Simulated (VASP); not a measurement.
A run of VASP 6.6.1 is set up as follows.

The input POSCAR:

```
Li
1.0
   -1.6704420919      1.6704420919      1.6704420919
    1.6704420919     -1.6704420919      1.6704420919
    1.6704420919      1.6704420919     -1.6704420919
Li
1
Direct
    0.0000000000      0.0000000000      0.0000000000
```

Contents of INCAR.step1:

```
ALGO     = Normal         # electronic algorithm
EDIFF    = 1E-4           # SCF threshold, eV
ENCUT    = 520            # plane-wave cutoff, eV
GGA      = PE             # functional
ISMEAR   = -1             # smearing method
LASPH    = True           # aspherical terms in the spheres
LCHARG   = False          # write CHGCAR
LREAL    = False          # projectors in reciprocal space
LWAVE    = True           # write WAVECAR
NBANDS   = 8              # bands
NELM     = 60             # most SCF steps
PREC     = Accurate       # precision mode
SIGMA    = 0.1            # smearing width, eV
```

Contents of INCAR.step2:

```
ALGO     = Normal         # electronic algorithm
EDIFF    = 1E-6           # SCF threshold, eV
ENCUT    = 520            # plane-wave cutoff, eV
ISIF     = 2              # what is computed and relaxed
ISMEAR   = -1             # smearing method
ISTART   = 1            
LASPH    = True           # aspherical terms in the spheres
LCHARG   = False          # write CHGCAR
LMIXTAU  = True         
LREAL    = False          # projectors in reciprocal space
LWAVE    = False          # write WAVECAR
METAGGA  = R2SCAN         # meta-GGA
NBANDS   = 8              # bands
NELM     = 60             # most SCF steps
PREC     = Accurate       # precision mode
SIGMA    = 0.1            # smearing width, eV
```

KPOINTS

```
k-points
0
Gamma
  14 14 14
```

Potentials or basis: VASP PAW PBE potentials, release 64 (Li_sv).

Run with:

```console
$ cat potpaw_PBE.64/Li_sv/POTCAR > POTCAR
$ cp INCAR.step1 INCAR
$ mpirun -np 1 vasp_std > vasp.out
$ cp INCAR.step2 INCAR
$ mpirun -np 1 vasp_std > vasp.out
```

**Question.** Estimate the band gap on the k mesh.

**Answer.** Zero (an odd number of electrons rules out a gap without spin polarisation).
